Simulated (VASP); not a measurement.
Runs of VASP 6.6.1 on BN. The structure is that of space group F-43m (No. 216), or close to it. The cells are those of the table. 

| level | cell | k mesh | smearing | grid for exact exchange (PRECFOCK) | screening parameter | gap on the mesh (eV) | pressure (GPa) |
| --- | --- | --- | --- | --- | --- | --- | --- |
| r2SCAN | a = 2.504 Å, angles 60.0°, 2 atoms | 12 × 12 × 12 | gaussian 0.01 eV | - | - | 5.05 | 26.3 |
| r2SCAN | a = 2.541, b = 2.541, c = 2.530 Å, angles 60.1, 60.1, 59.7°, 2 atoms | 12 × 12 × 12 | gaussian 0.01 eV | - | - | 4.92 | 8.3 |
| HSE06 | a = 2.504 Å, angles 60.0°, 2 atoms | 8 × 8 × 8 | gaussian 0.01 eV | Normal | 0.2079 1/Å | 5.85 | 20.9 |
| PBE | a = 2.504 Å, angles 60.0°, 2 atoms | 12 × 12 × 12 | fermi-dirac 0.02 eV | - | - | 4.52 | (c) |
| PBE | a = 2.541, b = 2.541, c = 2.530 Å, angles 60.1, 60.1, 59.7°, 2 atoms | 12 × 12 × 12 | fermi-dirac 0.02 eV | - | - | (a) | (b) |

Alike in all rows: task single point; potentials or basis VASP PAW PBE potentials, release 64 (B, N); no spin polarisation; cutoff (eV) 520.

**Question.** Estimate the missing entries.

**Answer.** (a) 4.40; (b) 12.1; (c) 29.9.

Caveats: the PAW data sets were made with another functional, which shifts forces and pressure a little (some runs).

A k mesh can miss the band edges.
